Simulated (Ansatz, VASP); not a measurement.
One calculation of CdSnRh2Se4, two programs

```xyz
8
Lattice="0.0000 5.9172 0.0000 5.9172 0.0000 0.0000 2.9586 2.9586 -5.6891" Properties=species:S:1:pos:R:3 pbc="T T T"
Sn    2.9586    2.9586    0.0000
Rh    5.9172    2.9586   -2.8446
Rh    2.9586    5.9172   -2.8446
Se    4.4152    4.4152   -4.0142
Se    1.4566    4.4606   -1.6749
Se    7.4192    7.4192   -4.0142
Se    4.4606    1.4566   -1.6749
Cd    0.0000    0.0000    0.0000
```

Alike in both runs: functional PBE; k mesh 6 × 6 × 6; no spin polarisation.

Ansatz relaxed the structure, and its values are those at the end. VASP's run is a single point on that final structure, the one shown.

```csv
,VASP,Ansatz
version,VASP 6.6.1,Ansatz 0.2.0
potentials or method,"VASP PAW PBE potentials, release 64 (Sn_d, Rh_pv, Se, Cd), cutoff 520 eV",PAW plane waves
occupations,"fermi-dirac, width 0.1 eV",fermi-dirac
valence electrons in the cell,80,132
```

Ansatz gave:

- pressure (GPa): 3.6
- rms of the force components (eV/Å): 0.009

**Question.** What did VASP give for the same quantities?

**Answer.** Pressure (GPa): 3.8; rms of the force components (eV/Å): 0.018.

VASP's potentials hold 80 valence electrons a cell and Ansatz's 132, so a difference there can come from the potentials and not from the codes. Ansatz's warnings: stress scf threshold loose.
